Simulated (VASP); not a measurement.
# Rh (R-3m) in VASP: single point with PBE

Aim: the single point of Rh with PBE.

Everything below comes from runs of VASP 6.6.1. Logs are shortened: lines on timing, memory, paths and dates and some standing lists are left out, and cuts for length are marked.

## (1) The cell of the first run

The structure is trigonal, space group R-3m (No. 166). Conventional cell: a = 2.712 Å, b = 2.712 Å, c = 19.896 Å, α = 90.00°, β = 90.00°, γ = 120.00°. Within 3.6 Å of Rh (site symmetry -3m) lie 12 Rh at 2.70 to 2.71 Å. Rh (site symmetry 3m) has 12 Rh at 2.70 to 2.73 Å within 3.6 Å.

## (2) Single point, PBE

File INCAR:

```
PREC = Accurate
ENCUT = 520
EDIFF = 1E-6
ISMEAR = 0
SIGMA = 0.1
LREAL = F
LASPH = T
NELM = 100
ALGO = Fast
ISIF = 2
LWAVE = F
LCHARG = T
GGA = PE
LELF = T
LVHAR = T
NBANDS = 78
```

File KPOINTS:

```
regular mesh
0
Gamma
  18 18 3
```

File POSCAR:

```
Rh
1.0
    2.7119864585      0.0000000000      0.0000000000
   -1.3559932293      2.3486491678      0.0000000000
    0.0000000000      0.0000000000     19.8962945436
Rh
9
Direct
    0.0000000000      0.0000000000      0.0000000000
    0.3333333333      0.6666666667      0.1105476118
    0.0000000000      0.0000000000      0.2227857215
    0.3333333333      0.6666666667      0.3333333333
    0.6666666667      0.3333333333      0.4438809451
    0.3333333333      0.6666666667      0.5561190549
    0.6666666667      0.3333333333      0.6666666667
    0.0000000000      0.0000000000      0.7772142785
    0.6666666667      0.3333333333      0.8894523882
```

Potentials or basis: VASP PAW PBE potentials, release 64 (Rh_pv).

Launch:

```
cat potpaw_PBE.64/Rh_pv/POTCAR > POTCAR
mpirun -np 1 vasp_std > vasp.out
```

OUTCAR:

```text
PREC = Accurate
   ENCUT = 520
   EDIFF = 1E-6
   ISMEAR = 0
   LREAL = F
   LASPH = T
   NELM = 100
   ISIF = 2
   GGA = PE

 ion  position               nearest neighbor table
   1  0.000  0.000  0.000-   2 2.70   9 2.70   9 2.70   2 2.70   9 2.70   2 2.70
   2  0.333  0.667  0.111-   1 2.70   1 2.70   1 2.70   3 2.73   3 2.73   3 2.73
   3  0.000  0.000  0.223-   4 2.70   4 2.70   4 2.70   2 2.73   2 2.73   2 2.73
   4  0.333  0.667  0.333-   5 2.70   5 2.70   3 2.70   3 2.70   3 2.70   5 2.70
   5  0.667  0.333  0.444-   4 2.70   4 2.70   4 2.70   6 2.73   6 2.73   6 2.73
   6  0.333  0.667  0.556-   7 2.70   7 2.70   7 2.70   5 2.73   5 2.73   5 2.73
   7  0.667  0.333  0.667-   6 2.70   6 2.70   8 2.70   8 2.70   8 2.70   6 2.70
   8  0.000  0.000  0.777-   7 2.70   7 2.70   7 2.70   9 2.73   9 2.73   9 2.73
   9  0.667  0.333  0.889-   1 2.70   1 2.70   1 2.70   8 2.73   8 2.73   8 2.73

  LATTYP: Found a hexagonal cell.
 ALAT       =     2.7119864585
 C/A-ratio  =     7.3364284255

  Lattice vectors:

 A1 = (   2.7119864585,   0.0000000000,   0.0000000000)
 A2 = (  -1.3559932293,   2.3486491678,   0.0000000000)
 A3 = (   0.0000000000,   0.0000000000,  19.8962945436)

Analysis of symmetry for initial positions (statically):
=====================================================================
 Subroutine PRICEL returns following result:

  LATTYP: Found a trigonal (rhomboedric) cell.
 ALAT       =     6.8144221907
 COS(alpha) =     0.9208069693

  Lattice vectors:

 A1 = (  -1.3559932291,   0.7828830559,  -6.6320981805)
 A2 = (   1.3559932290,   0.7828830561,  -6.6320981825)
 A3 = (   0.0000000002,  -1.5657661119,  -6.6320981805)

   3 primitive cells build up your supercell.

 Routine SETGRP: Setting up the symmetry group for a
 hexagonal supercell.

 Subroutine GETGRP returns: Found 12 space group operations
 (whereof 12 operations were pure point group operations)
 out of a pool of 24 trial point group operations.

The static configuration has the point symmetry D_3d.

Analysis of symmetry for dynamics (positions and initial velocities):
=====================================================================
 Subroutine PRICEL returns following result:

  LATTYP: Found a trigonal (rhomboedric) cell.
 ALAT       =     6.8144221907
 COS(alpha) =     0.9208069693

  Lattice vectors:

[... 120 lines left out ...]
   NFREE  =      0    steps in history (QN), initial steepest desc. (CG)
   ISIF   =      2    stress and relaxation
   ISYM   =      2    0-nonsym 1-usesym 2-fastsym
   POTIM  = 0.5000    time-step for ionic-motion
   TEBEG  =    0.0;   TEEND  =   0.0 temperature during run
   PSTRESS=    0.0 pullay stress
   NELECT =     135.0000    total number of electrons
   NUPDOWN=      -1.0000    fix difference up-down
   EMIN   =  10.00;   EMAX   =-10.00  energy-range for DOS
   EFERMI =   0.00;   METHOD = LEGACY
   ISMEAR =     0;   SIGMA  =   0.10  broadening in eV -4-tet -1-fermi 0-gaus
   EFERMI_NEDOS =   21; number of points for ismear=-14 and -15
   IALGO  =     68    algorithm
   IMIX   =      4    mixing-type and parameters
     AMIX     =   0.40;   BMIX     =  1.00
     AMIX_MAG =   1.60;   BMIX_MAG =  1.00
  volume/ion in A,a.u.               =      14.08        95.02
  Fermi-wavevector in a.u.,A,eV,Ry     =   1.671964  3.159553 38.034570  2.795462
  Thomas-Fermi vector in A             =   2.757194
   LORBIT       =      0    0 simple, 1 ext, 2 COOP (PROOUT), +10 PAW based schemes
   GGA     = PE    functional components
   LHFCALC =     F    Hartree Fock is set to
   AEXX    =    0.0000 exact exchange contribution
   IVDW    =     0    specifies the selected vdW correction
   LEPSILON=     F    determine dielectric tensor
   LRPA    =     F    only Hartree local field effects (RPA)
 non-spin polarized calculation
 RMM-DIIS sequential band-by-band and
 Gauss-broadening in eV      SIGMA  =   0.10
  energy-cutoff  :      520.00
  volume of cell :      126.73
 maximum number of plane-waves:      3459
   NGX = 11   NGY = 11   NGZ = 73

 number of electron     134.9999976 magnetization

 Free energy of the ion-electron system (eV)
  ---------------------------------------------------
  ext. energy  EPLUGINS =         0.00000000
  ---------------------------------------------------
  free energy    TOTEN  =       -65.10122126 eV

  energy without entropy =      -65.02882866  energy(sigma->0) =      -65.06502496

 E-fermi :  11.5130     XC(G=0): -13.8772

 val. band max:       11.5125695695   @ k =   0.2222   0.1111   0.0000
 cond. band min:      11.5131825742   @ k =  -0.0556   0.3889   0.3333
 fundamental gap:      0.0006130048
 Fermi energy:        11.5129625499

 k-point     1 :       0.0000    0.0000    0.0000
  band No.  band energies     occupation
      1     -35.5191      2.00000
      2     -35.5191      2.00000
      3     -35.4046      2.00000
      4     -35.3372      2.00000
      5     -35.1418      2.00000
      6     -35.1418      2.00000
[... 1933 lines left out ...]
     77      14.8259      0.00000
     78      16.1101      0.00000

 [... further k-points ...]

------------------------ aborting loop because EDIFF is reached ----------------------------------------

  FORCE on cell =-STRESS in cart. coord.  units (eV):
  Direction    XX          YY          ZZ          XY          YZ          ZX
  --------------------------------------------------------------------------------------
  -------------------------------------------------------------------------------------
  Total        0.0237243      0.0237243      0.1320187     -0.0000000      0.0000000     -0.0000000
  in kB        0.2999344      0.2999344      1.6690451     -0.0000000      0.0000000     -0.0000000
  external PRESSURE =       0.7563046 kB  Pullay stress =       0.0000000 kB

 VOLUME and BASIS-vectors are now :
 -----------------------------------------------------------------------------
  energy-cutoff  :      520.00
  volume of cell :      126.73
      direct lattice vectors                 reciprocal lattice vectors
     2.711986459  0.000000000  0.000000000     0.368733405  0.212888330  0.000000000
    -1.355993229  2.348649168  0.000000000     0.000000000  0.425776661  0.000000000
     0.000000000  0.000000000 19.896294544     0.000000000  0.000000000  0.050260615

 POSITION                                       TOTAL-FORCE (eV/Angst)
 -----------------------------------------------------------------------------------
      0.00000      0.00000      0.00000         0.000000     -0.000000      0.000000
     -0.00000      1.56577      2.19949         0.000000      0.000000      0.012117
      0.00000      0.00000      4.43261        -0.000000     -0.000000     -0.012117
     -0.00000      1.56577      6.63210         0.000000     -0.000000      0.000000
      1.35599      0.78288      8.83159        -0.000000     -0.000000      0.012117
     -0.00000      1.56577     11.06471         0.000000      0.000000     -0.012117
      1.35599      0.78288     13.26420        -0.000000     -0.000000      0.000000
      0.00000      0.00000     15.46368         0.000000      0.000000      0.012117
      1.35599      0.78288     17.69681        -0.000000      0.000000     -0.012117
 -----------------------------------------------------------------------------------
    total drift:                               -0.000000      0.000000     -0.000000

  FREE ENERGIE OF THE ION-ELECTRON SYSTEM (eV)
  ---------------------------------------------------
  free  energy   TOTEN  =       -65.1012212645 eV

  energy  without entropy=      -65.0288286609  energy(sigma->0) =      -65.06502496
```

OSZICAR:

```text
N       E                     dE             d eps       ncg     rms          rms(c)
DAV:   1     0.190930624632E+04    0.19093E+04   -0.82032E+04 16332   0.200E+03
DAV:   2     0.199078636543E+02   -0.18894E+04   -0.18501E+04 16282   0.644E+02
DAV:   3    -0.661171212040E+02   -0.86025E+02   -0.78807E+02 17790   0.135E+02
DAV:   4    -0.692351501958E+02   -0.31180E+01   -0.29237E+01 17832   0.206E+01
DAV:   5    -0.695278259316E+02   -0.29268E+00   -0.25552E+00 17432   0.310E+00    0.289E+01
RMM:   6    -0.651262049121E+02    0.44016E+01   -0.15463E+01 15774   0.187E+01    0.102E+01
RMM:   7    -0.651437999579E+02   -0.17595E-01   -0.28645E+00 16111   0.512E+00    0.429E+00
RMM:   8    -0.655033003729E+02   -0.35950E+00   -0.93747E-01 16554   0.353E+00    0.681E+00
RMM:   9    -0.651346397458E+02    0.36866E+00   -0.50950E-01 16089   0.344E+00    0.210E+00
RMM:  10    -0.650977685958E+02    0.36871E-01   -0.19408E-01 16209   0.210E+00    0.157E-01
RMM:  11    -0.651012674857E+02   -0.34989E-02   -0.34568E-02 18374   0.409E-01    0.184E-01
RMM:  12    -0.651010742263E+02    0.19326E-03   -0.41172E-03 17801   0.232E-01    0.626E-02
RMM:  13    -0.651011609873E+02   -0.86761E-04   -0.16347E-03 19304   0.102E-01    0.194E-02
RMM:  14    -0.651011939536E+02   -0.32966E-04   -0.29956E-04 20656   0.414E-02    0.914E-03
RMM:  15    -0.651012221609E+02   -0.28207E-04   -0.29793E-04 17075   0.190E-02    0.203E-03
RMM:  16    -0.651012212645E+02    0.89638E-06   -0.89686E-07 12584   0.870E-03
   1 F= -.65101221E+02 E0= -.65065025E+02  d E =-.723926E-01
```

Wall time 30 min (1 thread of Oxide Virtual Turin-like, shared host); peak memory 0.66 GiB.

Results:

| Quantity | Value |
| --- | --- |
| Free energy | -65.1012 eV |
| Pressure | 0.1 GPa |
| Largest force | 0.012 eV/Å |
| Band gap on the k mesh | zero (an odd number of electrons rules out a gap without spin polarisation) |

Forces in eV/Å, atoms in the order of the input:
```
Rh   0.000  0.000  0.000
Rh   0.000  0.000  0.012
Rh   0.000  0.000 -0.012
Rh   0.000  0.000  0.000
Rh   0.000  0.000  0.012
Rh   0.000  0.000 -0.012
Rh   0.000  0.000  0.000
Rh   0.000  0.000  0.012
Rh   0.000  0.000 -0.012
```

Levels at points of the mesh, in eV from the Fermi level:
| k point | band 63 | band 64 | band 65 | band 66 | band 67 | band 68 | band 69 | band 70 |
| --- | --- | --- | --- | --- | --- | --- | --- | --- |
| (0.00, 0.00, 0.00) | -1.45 | -1.27 | -1.27 | -1.27 | -1.27 | -0.65 | -0.65 | -0.65 |
| (0.50, 0.00, 0.00) | 0.51 | 0.51 | 0.56 | 0.66 | 0.68 | 0.68 | 0.69 | 0.75 |
